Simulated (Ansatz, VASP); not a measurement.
## Two plane-wave programs on RbAsO3

```
Rb As O
1.0
     3.82172    0.00000    0.00000
     0.00000    3.82172    0.00000
     0.00000    0.00000    3.82172
Rb As O
1 1 3
Cartesian
  0.0000 0.0000 0.0000
  1.9109 1.9109 1.9109
  1.9109 1.9109 0.0000
  1.9109 0.0000 1.9109
  0.0000 1.9109 1.9109
```

Alike in both runs: task single point; functional LDA; k mesh 4 × 4 × 4; occupations fermi-dirac, width 0.1 eV; no spin polarisation.

|  | VASP | Ansatz |
| --- | --- | --- |
| version | VASP 6.6.1 | Ansatz 0.2.0 |
| potentials or method | VASP PAW LDA potentials, release 64 (Rb_sv, As_d, O_h) | plane waves, PAW |
| plane-wave cutoff (eV) | 1340 | 420 |
| valence electrons in the cell | 42 | 42 |

Ansatz gave:

* pressure (GPa): -0.5

Problem. What did VASP give for the same quantities?

Solution. Pressure (GPa): 0.4.

LDA's correlation is that of Perdew and Zunger in VASP and of Perdew and Wang (1992) in Ansatz.

The k mesh is coarse, so the values compare programs but aren't converged.
